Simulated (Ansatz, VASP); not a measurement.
## Two plane-wave programs on Co

```
CELL_PARAMETERS angstrom
0.00000 2.42129 2.42129
2.42129 0.00000 2.42129
2.42129 2.42129 0.00000
ATOMIC_POSITIONS crystal
Co 0.00000 0.00000 0.00000
Co 0.25000 0.25000 0.25000
```

Alike in both runs: functional PBEsol; k mesh 20 × 20 × 20; occupations gaussian, width 0.1 eV; no spin polarisation.

Ansatz relaxed the structure, and its values are those at the end. VASP's run is a single point on that final structure, the one shown.

|  | VASP | Ansatz |
| --- | --- | --- |
| version | VASP 6.6.1 | Ansatz 0.2.0 |
| potentials or method | VASP PAW PBE potentials, release 64 (Co), cutoff 520 eV | scalar-relativistic, plane waves, PAW |
| valence electrons in the cell | 18 | 34 |

```csv
,VASP,Ansatz,Ansatz less VASP
gap on the k mesh at the Fermi level (eV),none,none,-
pressure (GPa),-1.4,0.0,+1.42
```

VASP's potentials were made for PBE, not for PBEsol. A gap of «none» marks a metal or a gap that the smearing closes. With one functional, cell and mesh, what is left measures potentials, basis and numerics. VASP's potentials hold 18 valence electrons a cell and Ansatz's 34, so a difference there can come from the potentials and not from the codes.
